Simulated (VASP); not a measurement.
# WC (P-6m2) in VASP: notebook

Runs on WC. Level: PBE. Tasks: electric field gradients.

Program: VASP 6.6.1. These are calculated values, not measurements. Logs are shortened: lines on timing, memory, paths and dates and some standing lists are left out, and cuts for length are marked.

### Step 1. The cell of the first run

Symmetry: P-6m2, No. 187, hexagonal system. Conventional cell: a = 2.842 Å, b = 2.842 Å, c = 2.829 Å, α = 90.00°, β = 90.00°, γ = 120.00°. W (site symmetry -6m2) has 6 C at 2.17 Å and 8 W at 2.83 to 2.84 Å within 2.9 Å. C (site symmetry -6m2) has 6 W at 2.17 Å and 8 C at 2.83 to 2.84 Å within 2.9 Å.

### Step 2. Electric field gradients, PBE (equal xx and yy strain of -2 %)

INCAR reads:

```
SYSTEM = WC
  ALGO = Normal
  EDIFF = 1E-8
  ENCUT = 520
  GGA = PE
  ISIF = 2
  ISMEAR = -1
  LASPH = .True.
  LCHARG = .False.
  LEFG = .True.
  LREAL = .False.
  LWAVE = .False.
  NBANDS = 16
  NELM = 60
  PREC = Accurate
  SIGMA = 0.05
```

KPOINTS reads:

```
k-points
0
Gamma
  13 13 12
  0 0 0
```

POSCAR reads:

```
WC
1.0
    2.8424914073      0.0000000000      0.0000000000
   -1.4212457036      2.4616697688      0.0000000000
    0.0000000000      0.0000000000      2.8290000000
W C
1 1
Direct
    0.0000000000      0.0000000000      0.0000000000
    0.6666666667      0.3333333333      0.5000000000
```

Potentials or basis: VASP PAW PBE potentials, release 64 (W_sv, C).

The run is started by

```console
$ cat potpaw_PBE.64/W_sv/POTCAR potpaw_PBE.64/C/POTCAR > POTCAR
$ mpirun -np 1 vasp_std > vasp.out
```

OUTCAR:

```text
SYSTEM = WC
   EDIFF = 1E-8
   ENCUT = 520
   GGA = PE
   ISIF = 2
   ISMEAR = -1
   LASPH = .True.
   LREAL = .False.
   NELM = 60
   PREC = Accurate

 ion  position               nearest neighbor table
   1  0.000  0.000  0.000-   2 2.17   2 2.17   2 2.17   2 2.17   2 2.17   2 2.17
   2  0.667  0.333  0.500-   1 2.17   1 2.17   1 2.17   1 2.17   1 2.17   1 2.17

  LATTYP: Found a hexagonal cell.
 ALAT       =     2.8424914073
 C/A-ratio  =     0.9952536682

  Lattice vectors:

 A1 = (   2.8424914073,   0.0000000000,   0.0000000000)
 A2 = (  -1.4212457036,   2.4616697688,   0.0000000000)
 A3 = (   0.0000000000,   0.0000000000,   2.8290000000)

Analysis of symmetry for initial positions (statically):
=====================================================================
 Subroutine PRICEL returns:
 Original cell was already a primitive cell.

 Routine SETGRP: Setting up the symmetry group for a
 hexagonal supercell.

 Subroutine GETGRP returns: Found 12 space group operations
 (whereof 12 operations were pure point group operations)
 out of a pool of 24 trial point group operations.

The static configuration has the point symmetry D_3h.

Analysis of symmetry for dynamics (positions and initial velocities):
=====================================================================
 Subroutine PRICEL returns:
 Original cell was already a primitive cell.

 Routine SETGRP: Setting up the symmetry group for a
 hexagonal supercell.

 Subroutine GETGRP returns: Found 12 space group operations
 (whereof 12 operations were pure point group operations)
 out of a pool of 24 trial point group operations.

The dynamic configuration has the point symmetry D_3h.

 Subroutine INISYM returns: Found 12 space group operations
 (whereof 12 operations are pure point group operations),
 and found     1 'primitive' translations

----------------------------------------------------------------------------------------

                                     Primitive cell

  volume of cell :      19.7953

  direct lattice vectors                    reciprocal lattice vectors
     2.842491407  0.000000000  0.000000000     0.351804054  0.203114165  0.000000000
    -1.421245704  2.461669769  0.000000000     0.000000000  0.406228330  0.000000000
     0.000000000  0.000000000  2.829000000     0.000000000  0.000000000  0.353481796

  length of vectors
     2.842491407  2.842491407  2.829000000     0.406228330  0.406228330  0.353481796

  position of ions in fractional coordinates (direct lattice)
     0.000000000  0.000000000  0.000000000
     0.666666667  0.333333333  0.500000000

  ion indices of the primitive-cell ions
   primitive index   ion index
                 1           1
                 2           2

----------------------------------------------------------------------------------------

 KPOINTS: k-points

Automatic generation of k-mesh.
 Grid dimensions read from file:
 generate k-points for:   13   13   12

 Generating k-lattice:

  Cartesian coordinates                     Fractional coordinates (reciprocal lattice)
     0.027061850  0.015624167  0.000000000     0.076923077  0.000000000  0.000000000
     0.000000000  0.031248333  0.000000000     0.000000000  0.076923077  0.000000000
     0.000000000  0.000000000  0.029456816     0.000000000  0.000000000  0.083333333

  Length of vectors
     0.031248333  0.031248333  0.029456816

  Shift w.r.t. Gamma in fractional coordinates (k-lattice)
     0.000000000  0.000000000  0.000000000

 Subroutine IBZKPT returns following result:
 ===========================================

 Found    147 irreducible k-points:

 Following reciprocal coordinates:
            Coordinates               Weight
  0.000000  0.000000  0.000000      1.000000
  0.076923 -0.000000  0.000000      6.000000
  0.153846  0.000000  0.000000      6.000000
  0.230769 -0.000000  0.000000      6.000000
  0.307692  0.000000  0.000000      6.000000
  0.384615  0.000000  0.000000      6.000000
[... 16 lines left out ...]
  0.076923 -0.000000  0.083333     12.000000
  0.153846  0.000000  0.083333     12.000000
 [... further k-points ...]
   k-points           NKPTS =    147   k-points in BZ     NKDIM =    147   number of bands    NBANDS=     16
   number of dos      NEDOS =    301   number of ions     NIONS =      2
   total plane-waves  NPLWV =  13824
   dimension x,y,z NGX =    24 NGY =   24 NGZ =   24
   dimension x,y,z NGXF=    48 NGYF=   48 NGZF=   48
   ions per type =               1   1
   NGX,Y,Z   is equivalent  to a cutoff of  14.04, 14.04, 14.10 a.u.
   NGXF,Y,Z  is equivalent  to a cutoff of  28.07, 28.07, 28.21 a.u.
 SYSTEM =  WC
   PREC   = accura    normal or accurate (medium, high low for compatibility)
   ISTART =      0    job   : 0-new  1-cont  2-samecut
   ICHARG =      2    charge: 1-file 2-atom 10-const
   ISPIN  =      1    spin polarized calculation?
   LNONCOLLINEAR =      F non collinear calculations
   LSORBIT =      F    spin-orbit coupling
   LASPH  =      T    aspherical Exc in radial PAW
   ENCUT  =  520.0 eV  38.22 Ry    6.18 a.u.   5.29  5.29  5.26*2*pi/ulx,y,z
   NELM   =     60;   NELMIN=  2; NELMDL= -5     # of ELM steps
   EDIFF  = 0.1E-07   stopping-criterion for ELM
   LREAL  =      F    real-space projection
   EDIFFG = 0.1E-06   stopping-criterion for IOM
   NSW    =      0    number of steps for IOM
   IBRION =     -1    ionic relax: 0-MD 1-quasi-New 2-CG
   NFREE  =      0    steps in history (QN), initial steepest desc. (CG)
   ISIF   =      2    stress and relaxation
   ISYM   =      2    0-nonsym 1-usesym 2-fastsym
   POTIM  = 0.5000    time-step for ionic-motion
   TEBEG  =    0.0;   TEEND  =   0.0 temperature during run
   PSTRESS=    0.0 pullay stress
   NELECT =      18.0000    total number of electrons
   NUPDOWN=      -1.0000    fix difference up-down
   EMIN   =  10.00;   EMAX   =-10.00  energy-range for DOS
   EFERMI =   0.00;   METHOD = LEGACY
   ISMEAR =    -1;   SIGMA  =   0.05  broadening in eV -4-tet -1-fermi 0-gaus
   EFERMI_NEDOS =   21; number of points for ismear=-14 and -15
   IALGO  =     38    algorithm
   IMIX   =      4    mixing-type and parameters
     AMIX     =   0.40;   BMIX     =  1.00
     AMIX_MAG =   1.60;   BMIX_MAG =  1.00
  volume/ion in A,a.u.               =       9.90        66.79
  Fermi-wavevector in a.u.,A,eV,Ry     =   1.586031  2.997164 34.225383  2.515495
  Thomas-Fermi vector in A             =   2.685405
   LORBIT       =      0    0 simple, 1 ext, 2 COOP (PROOUT), +10 PAW based schemes
   GGA     = PE    functional components
   LHFCALC =     F    Hartree Fock is set to
   AEXX    =    0.0000 exact exchange contribution
   IVDW    =     0    specifies the selected vdW correction
   LEPSILON=     F    determine dielectric tensor
   LRPA    =     F    only Hartree local field effects (RPA)
 non-spin polarized calculation
  energy-cutoff  :      520.00
  volume of cell :       19.80
 maximum number of plane-waves:       549
 NGX is ok and might be reduce to    24
   NGX = 11   NGY = 11   NGZ = 11

 number of electron      18.0000001 magnetization

 Free energy of the ion-electron system (eV)
  ---------------------------------------------------
  ext. energy  EPLUGINS =         0.00000000
  ---------------------------------------------------
  free energy    TOTEN  =       -22.33235576 eV

  energy without entropy =      -22.32954392  energy(sigma->0) =      -22.33094984

 E-fermi :  11.7906     XC(G=0): -14.0692

 val. band max:       11.7733049161   @ k =   0.0769   0.0769   0.4167
 cond. band min:      11.8293085527   @ k =   0.4615  -0.0000   0.4167
 fundamental gap:      0.0560036366
 Fermi energy:        11.7905611395

 k-point     1 :       0.0000    0.0000    0.0000
  band No.  band energies     occupation
      1     -62.1410      2.00000
      2     -26.1659      2.00000
      3     -25.9697      2.00000
      4     -25.9697      2.00000
      5      -3.0423      2.00000
      6       7.1450      2.00000
[... 8 lines left out ...]
     15      26.4895      0.00000
     16      29.0829      0.00000

 k-point     2 :       0.0769   -0.0000    0.0000
  band No.  band energies     occupation
      1     -62.1365      2.00000
      2     -26.1577      2.00000
      3     -26.0316      2.00000
      4     -25.9835      2.00000
      5      -2.8745      2.00000
      6       7.2225      2.00000
[... 8 lines left out ...]
     15      26.1580      0.00000
     16      29.4342      0.00000

 k-point     3 :       0.1538    0.0000    0.0000
  band No.  band energies     occupation
      1     -62.1241      2.00000
      2     -26.2006      2.00000
      3     -26.1350      2.00000
      4     -26.0216      2.00000
      5      -2.3978      2.00000
      6       7.0303      2.00000
[... 8 lines left out ...]
     15      25.7946      0.00000
     16      30.4134      0.00000

 k-point     4 :       0.2308   -0.0000    0.0000
  band No.  band energies     occupation
      1     -62.1064      2.00000
      2     -26.4323      2.00000
      3     -26.1027      2.00000
      4     -26.0749      2.00000
      5      -1.6871      2.00000
      6       6.2753      2.00000
[... 8 lines left out ...]
     15      26.0219      0.00000
     16      30.2437      0.00000
[... 324 lines left out ...]
 k-point    22 :       0.0000    0.0000    0.0833
  band No.  band energies     occupation
      1     -62.1381      2.00000
      2     -26.2217      2.00000
      3     -25.9650      2.00000
      4     -25.9650      2.00000
      5      -2.8648      2.00000
      6       7.0507      2.00000
[... 8 lines left out ...]
     15      26.8788      0.00000
     16      29.1014      0.00000

 k-point    23 :       0.0769   -0.0000    0.0833
  band No.  band energies     occupation
      1     -62.1336      2.00000
      2     -26.2133      2.00000
      3     -26.0266      2.00000
      4     -25.9788      2.00000
      5      -2.7008      2.00000
      6       7.1471      2.00000
[... 8 lines left out ...]
     15      26.3304      0.00000
     16      29.4073      0.00000

 k-point    24 :       0.1538    0.0000    0.0833
  band No.  band energies     occupation
      1     -62.1212      2.00000
      2     -26.2018      2.00000
      3     -26.1829      2.00000
      4     -26.0168      2.00000
      5      -2.2364      2.00000
      6       7.0766      2.00000
[... 8 lines left out ...]
     15      25.6927      0.00000
     16      30.2828      0.00000

 [... further k-points ...]

------------------------ aborting loop because EDIFF is reached ----------------------------------------

  FORCE on cell =-STRESS in cart. coord.  units (eV):
  Direction    XX          YY          ZZ          XY          YZ          ZX
  --------------------------------------------------------------------------------------
  -------------------------------------------------------------------------------------
  Total        3.9434808      3.9434808      2.3151098      0.0000000     -0.0000000      0.0000000
  in kB      319.1746628    319.1746628    187.3787253      0.0000000     -0.0000000      0.0000000
  external PRESSURE =     275.2426836 kB  Pullay stress =       0.0000000 kB

 VOLUME and BASIS-vectors are now :
 -----------------------------------------------------------------------------
  energy-cutoff  :      520.00
  volume of cell :       19.80
      direct lattice vectors                 reciprocal lattice vectors
     2.842491407  0.000000000  0.000000000     0.351804054  0.203114165  0.000000000
    -1.421245704  2.461669769  0.000000000     0.000000000  0.406228330  0.000000000
     0.000000000  0.000000000  2.829000000     0.000000000  0.000000000  0.353481796

 POSITION                                       TOTAL-FORCE (eV/Angst)
 -----------------------------------------------------------------------------------
      0.00000      0.00000      0.00000         0.000000      0.000000      0.000000
      1.42125      0.82056      1.41450        -0.000000      0.000000      0.000000
 -----------------------------------------------------------------------------------
    total drift:                               -0.000000      0.000000      0.000000

  FREE ENERGIE OF THE ION-ELECTRON SYSTEM (eV)
  ---------------------------------------------------
  free  energy   TOTEN  =       -22.3323557599 eV

  energy  without entropy=      -22.3295439191  energy(sigma->0) =      -22.33094984

 Electric field gradients (V/A^2)
---------------------------------------------------------------------
 ion       V_xx      V_yy      V_zz      V_xy      V_xz      V_yz
---------------------------------------------------------------------
   1      60.595    60.595  -121.189    -0.000     0.000    -0.000
   2      -0.516    -0.516     1.032     0.000     0.000    -0.000
---------------------------------------------------------------------

 Electric field gradients after diagonalization (V/A^2)
 (convention: |V_zz| > |V_xx| > |V_yy|)
----------------------------------------------------------------------
 ion       V_xx      V_yy      V_zz     asymmetry (V_yy - V_xx)/ V_zz
----------------------------------------------------------------------
   1      60.595    60.594  -121.189       0.000
   2      -0.516    -0.516     1.032       0.000
----------------------------------------------------------------------

           NMR quadrupolar parameters

 Cq : quadrupolar parameter    Cq=e*Q*V_zz/h
 eta: asymmetry parameters     (V_yy - V_xx)/ V_zz
 Q  : nuclear electric quadrupole moment in mb (millibarn)
----------------------------------------------------------------------
 ion       Cq(MHz)       eta       Q (mb)
----------------------------------------------------------------------
   1      -0.293       0.000       1.000
   2       0.002       0.000       1.000
----------------------------------------------------------------------
```

Wall time 56 s (1 thread of Intel Xeon 8259CL, shared host); peak memory 0.17 GiB.

What came out:

```yaml
Free_energy: -22.3324 eV
Pressure: 27.5 GPa
Band_gap_on_the_k_mesh: zero (band 9 reaches 12.50 eV, above the bottom of band 10 at 11.11 eV)
```

Stress tensor (GPa, compression positive):
```
31.92  0.00  0.00
 0.00 31.92  0.00
 0.00  0.00 18.74
```

Levels at points of the mesh, in eV from the Fermi level:
```tsv
k point	band 6	band 7	band 8	band 9	band 10	band 11	band 12	band 13
(0.00, 0.00, 0.00)	-4.65	-3.42	-3.42	-0.12	3.40	3.40	5.78	5.78
(0.00, 0.00, 0.50)	-9.01	-1.97	-1.97	-0.68	-0.68	3.47	4.73	4.73
```

Electric field gradients, principal values (V/Å²):
| atom | least | middle | greatest (by size) |
| --- | --- | --- | --- |
| 1 W | 60.594 | 60.595 | -121.189 |
| 2 C | -0.516 | -0.516 | 1.032 |

Caveat: the cell differs from its parent crystal (equal xx and yy strain of -2 %); without QUAD_EFG the Cq values of the log hold for a quadrupole moment of 1 mb, not for the nuclei; spin-orbit coupling is left out, which moves the levels of the heavy elements.

[end of part 1 of 2]
